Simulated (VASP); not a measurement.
AlN: single point with LDA

**Experimental background.**

“Structural and optical properties of self-assembled AlN nanowires grown on SiO2/Si substrates by molecular beam epitaxy”, 2024, arxiv:2402.00216 quotes, for a bulk crystal of AlN at 0 K: band gap 6.0343 eV (an exciton energy, a little under the gap).

The system is AlN.

```
CELL_PARAMETERS angstrom
3.05770 0.00000 0.00000
-1.52885 2.64805 0.00000
0.00000 0.00000 5.14130
ATOMIC_POSITIONS crystal
Al 0.33333 0.66667 0.00551
Al 0.66667 0.33333 0.50551
N 0.33333 0.66667 0.37949
N 0.66667 0.33333 0.87949
```

```
Program                : VASP 6.6.1
Task                   : single point
Functional             : LDA
Potentials or basis    : VASP PAW LDA potentials, release 64 (Al, N)
Cutoff                 : 520 eV
k mesh                 : 9 × 9 × 6
Occupations            : gaussian, width 0.05 eV
Spin                   : no spin polarisation
Dipole correction      : no
Further INCAR settings : ALGO = Normal; EDIFF = 1e-06; NBANDS = 16
```

| Quantity | Value |
| --- | --- |
| Pressure | -2.8 GPa |
| Largest force | 0.009 eV/Å |
| Band gap on the k mesh | 4.24 eV, direct |

Forces in eV/Å, atoms in the order of the input:
```
Al   0.000  0.000  0.009
Al   0.000  0.000  0.009
N    0.000  0.000 -0.009
N    0.000  0.000 -0.009
```

Stress tensor (GPa, compression positive):
```
  2.20   0.00   0.00
  0.00   2.20   0.00
  0.00   0.00 -12.92
```

Levels at points of the mesh, in eV from the valence-band top:
| k point | band 4 | band 5 | band 6 | band 7 | band 8 | band 9 | band 10 | band 11 | band 12 | band 13 |
| --- | --- | --- | --- | --- | --- | --- | --- | --- | --- | --- |
| (0.00, 0.00, 0.00) | -0.53 | -0.53 | -0.22 | 0.00 | 0.00 | 4.24 | 7.13 | 10.24 | 11.54 | 11.54 |
| (0.00, 0.00, 0.50) | -3.54 | -0.27 | -0.27 | -0.27 | -0.27 | 6.66 | 6.66 | 10.03 | 10.03 | 11.85 |

It took 18 s on 1 thread of Intel(R) Xeon(R) Platinum 8259CL CPU @ 2.50GHz (Skylake/Cascade Lake), with other jobs on the host, peak memory 0.15 GiB.

Against the measured gap of AlN, 6.0343 eV (an exciton energy, a little under the gap; 0 K; quoted in “Structural and optical properties of self-assembled AlN nanowires grown on SiO2/Si substrates by molecular beam epitaxy”, 2024, arxiv:2402.00216), the calculated 4.24 eV is off by -1.80 eV. 2 values of this kind are on record (6.034 to 6.0343 eV); this one was drawn at random. The value is that of LDA on a finite k mesh, which can miss the band edges, without temperature or zero-point motion. Semilocal functionals fall short of measured gaps as a rule.
